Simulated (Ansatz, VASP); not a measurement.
**Two plane-wave programs on Ti2C5**

```
Ti C
1.0
     3.51434    0.00000    0.00000
    -1.75717    3.04350    0.00000
     0.00000    0.00000    6.74975
Ti C
2 5
Direct
  0.00000 0.00000 0.77825
  0.00000 0.00000 0.22175
  0.33333 0.66667 0.61261
  0.66667 0.33333 0.61261
  0.66667 0.33333 0.38739
  0.33333 0.66667 0.38739
  0.00000 0.00000 0.50000
```

Alike in both runs: functional PBE; k mesh 5 × 5 × 2; occupations gaussian, width 0.2 eV; no spin polarisation.

Ansatz relaxed the structure, and its values are those at the end. VASP's run is a single point on that final structure, the one shown.

```csv
,VASP,Ansatz
version,VASP 6.6.1,Ansatz 0.2.0
potentials or method,"VASP PAW PBE potentials, release 64 (Ti_sv, C), cutoff 600 eV","scalar-relativistic, plane waves, PAW"
valence electrons in the cell,44,44
```

```csv
,VASP,Ansatz,Ansatz less VASP
gap on the k mesh at the Fermi level (eV),none,none,-
pressure (GPa),0.0,-0.2,-0.20
rms of the force components (eV/Å),0.018,0.007,-0.0117
```

A gap of «none» marks a metal or a gap that the smearing closes. The functional is the same, so the differences come from potentials, cutoffs and numerics.

The k mesh is coarse, so the values compare programs but aren't converged.
